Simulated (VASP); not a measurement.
Input of a VASP 6.6.1 run:

File INCAR:

```
ALGO = Normal
EDIFF = 1E-6
ENCUT = 600
GGA = PE
GGA_COMPAT = False
ISIF = 2
ISMEAR = 0
LASPH = True
LCHARG = False
LREAL = False
LWAVE = False
NBANDS = 11
NELM = 120
PREC = Accurate
SIGMA = 0.02
```

KPOINTS

```
k-points
0
Gamma
  12 12 12
```

File POSCAR:

```
BN
1.0
    0.0000000000      1.8120264365      1.8120264365
    1.8120264365      0.0000000000      1.8120264365
    1.8120264365      1.8120264365      0.0000000000
B N
1 1
Direct
    0.0000000000      0.0000000000      0.0000000000
    0.2500000000      0.2500000000      0.2500000000
```

Potentials or basis: VASP PAW PBE potentials, release 64 (B, N).

Command:

```console
$ cat potpaw_PBE.64/B/POTCAR potpaw_PBE.64/N/POTCAR > POTCAR
$ mpirun -np 1 vasp_std > vasp.out
```

What does it give for the band gap on the k mesh?

4.45 eV, indirect (least direct gap 8.78 eV).

What does it give for the pressure?

0.2 GPa.

A k mesh can miss the band edges. Expect the measured gap to be larger: semilocal functionals such as PBE lack the derivative discontinuity.
